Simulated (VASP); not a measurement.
# Si2N: relaxation of cell and atoms with PBE

Si2N:

```
Si N
1.0
     3.76875    0.00000    0.00000
     0.00000    3.76875    0.00000
     0.00000    0.00000    2.63201
Si N
2 1
Cartesian
  0.0000 1.8844 1.3160
  1.8844 0.0000 1.3160
  1.8844 1.8844 1.3160
```

The cell was built from a structure type or drawn by symmetry, and may not be a known phase.

```json
{"Program": "VASP 6.6.1", "Task": "relaxation of cell and atoms", "Functional": "PBE", "Potentials or basis": "VASP PAW PBE potentials, release 64 (Si, N)", "Cutoff": "600 eV", "k mesh": "12 × 12 × 18", "Occupations": "gaussian, width 0.1 eV", "Spin": "no spin polarisation", "Dipole correction": "no", "Further INCAR settings": "ALGO = Normal; EDIFF = 1e-06; IBRION = 2; EDIFFG = -0.01; NSW = 100; ISIF = 3"}
```

The relaxed volume is 12.45 Å³/atom. The relaxed cell is a = 3.775 Å, b = 3.775 Å, c = 2.621 Å, α = 90.00°, β = 90.00°, γ = 90.00°, the space group after relaxing (to 0.1 Å) is P4/mmm (No. 123) and the energy gained by relaxing is 0.3 meV/atom. The ionic steps are 4. The pressure after relaxing is 0.0 GPa. The band gap on the k mesh is zero (an odd number of electrons rules out a gap without spin polarisation).

The path:
```csv
step,energy change (eV),largest force (eV/Å),pressure (GPa),volume (Å³)
1,0.0000,0.0000,0.20,37.38
2,-0.0006,0.0000,-0.47,37.47
3,-0.0008,0.0000,-0.24,37.44
4,-0.0008,0.0000,0.03,37.35
```

Final structure:
```cif
data_structure
_symmetry_space_group_name_H-M 'P 1'
_symmetry_Int_Tables_number 1
_cell_length_a 3.7747
_cell_length_b 3.7747
_cell_length_c 2.6212
_cell_angle_alpha 90.000
_cell_angle_beta 90.000
_cell_angle_gamma 90.000
_cell_volume 37.35
loop_
_atom_site_label
_atom_site_type_symbol
_atom_site_fract_x
_atom_site_fract_y
_atom_site_fract_z
_atom_site_occupancy
Si1 Si 0.00000 0.50000 0.50000 1
Si2 Si 0.50000 0.00000 0.50000 1
N1 N 0.50000 0.50000 0.50000 1
```

Levels at points of the mesh, in eV from the Fermi level:
| k point | band 3 | band 4 | band 5 | band 6 | band 7 | band 8 | band 9 | band 10 |
| --- | --- | --- | --- | --- | --- | --- | --- | --- |
| (0.00, 0.00, 0.00) | -7.57 | -7.00 | -4.30 | -0.45 | 2.58 | 2.58 | 5.75 | 6.22 |
| (0.50, 0.00, 0.00) | -7.09 | -5.03 | -1.34 | -0.57 | -0.26 | 1.96 | 6.22 | 8.76 |
| (0.50, 0.50, 0.00) | -10.59 | -5.88 | -0.10 | 0.64 | 0.64 | 5.78 | 7.63 | 9.15 |
| (0.00, 0.00, 0.50) | -6.22 | -6.22 | -3.25 | 0.31 | 0.55 | 1.04 | 4.79 | 4.79 |
| (0.50, 0.00, 0.50) | -6.31 | -5.92 | -3.56 | -0.42 | 0.91 | 0.92 | 2.25 | 6.89 |
| (0.50, 0.50, 0.50) | -8.05 | -5.01 | -2.69 | -2.68 | -2.68 | 2.08 | 4.23 | 4.23 |

Wall time 3.5 min on 1 thread of Intel(R) Xeon(R) 6975P-C (Granite Rapids), with other jobs on the host, peak memory 0.25 GiB.
